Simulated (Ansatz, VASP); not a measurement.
## FePt in VASP and in Ansatz

Contents of INCAR:

```
PREC = Accurate ; ENCUT = 520
EDIFF = 1E-6 ; ISMEAR = -1
SIGMA = 0.05 ; LREAL = F
LASPH = T ; NELM = 150
ALGO = Normal ; ISIF = 2
LWAVE = F ; LCHARG = F
ISPIN = 2 ; MAGMOM = 0 3
LORBIT = 11 ; LMAXMIX = 4
GGA = B5 ; ALDAX = 1.0
AGGAX = 1.0 ; AGGAC = 1.0
ALDAC = 0.0 ; NBANDS = 20
```

File KPOINTS:

```
Automatic mesh
0
Gamma
  6 6 4
```

File POSCAR:

```
FePt
1.0
    2.7235000000      0.0000000000      0.0000000000
    0.0000000000      2.7235000000      0.0000000000
    0.0000000000      0.0000000000      3.7200000000
Pt Fe
1 1
Direct
    0.5000000000      0.5000000000      0.5000000000
    0.0000000000      0.0000000000      0.0000000000
```

input.yaml

```yaml
crystal:
  lattice:
    - [2.7235, 0.0, 0.0]
    - [0.0, 2.7235, 0.0]
    - [0.0, 0.0, 3.72]
  atoms:
    - { symbol: Pt, position: [0.5, 0.5, 0.5] }
    - { symbol: Fe, position: [0.0, 0.0, 0.0], spin: 3.0 }
hamiltonian:
  xc: blyp
  pseudopotentials: { kind: paw }
magnetization:
  spin_polarized: true
kpoints:
  mp_grid: { grid: [6, 6, 4] }
scf:
  occupations: { method: fermi_dirac, width: 0.05 }
  n_extra_bands: 6
output:
  forces: true
  stress: true
  eigenvalues: true
  dos: { projected: true, de: 0.05, nscf_kmesh: { grid: [9, 9, 6] } }
```

Alike in both runs: functional BLYP; k mesh 6 × 6 × 4; occupations fermi-dirac, width 0.05 eV; collinear spin.

```csv
,VASP,Ansatz
version,VASP 6.6.1,Ansatz 0.2.0
potentials or method,"VASP PAW PBE potentials, release 64 (Pt, Fe)",Ansatz PAW
plane-wave cutoff (eV),520,420
valence electrons in the cell,18,34
task,single point,projected density of states
```

Ansatz gave:

| Property | Result |
| --- | --- |
| gap on the k mesh at the Fermi level (eV) | none |
| pressure (GPa) | 13.8 |
| traceless stress, the component that is largest in VASP (GPa) | 2.37 |
| net moment per atom (μB) | 1.63 |
| size of the moment on the site where the two differ most (μB) | 0.41 |

Which values does VASP return?

gap on the k mesh at the Fermi level (eV): none; pressure (GPa): 14.6; traceless stress, the component that is largest in VASP (GPa): 2.27; net moment per atom (μB): 1.63; size of the moment on the site where the two differ most (μB): 0.37.

VASP's potentials were made for PBE, not for BLYP. Site moments also hang on the region over which each program counts them. A gap of «none» marks a metal or a gap that the smearing closes. VASP's potentials hold 18 valence electrons a cell and Ansatz's 34, so a difference there can come from the potentials and not from the codes.

The k mesh is coarse, so the values compare programs but aren't converged. Spin-orbit coupling is off throughout.
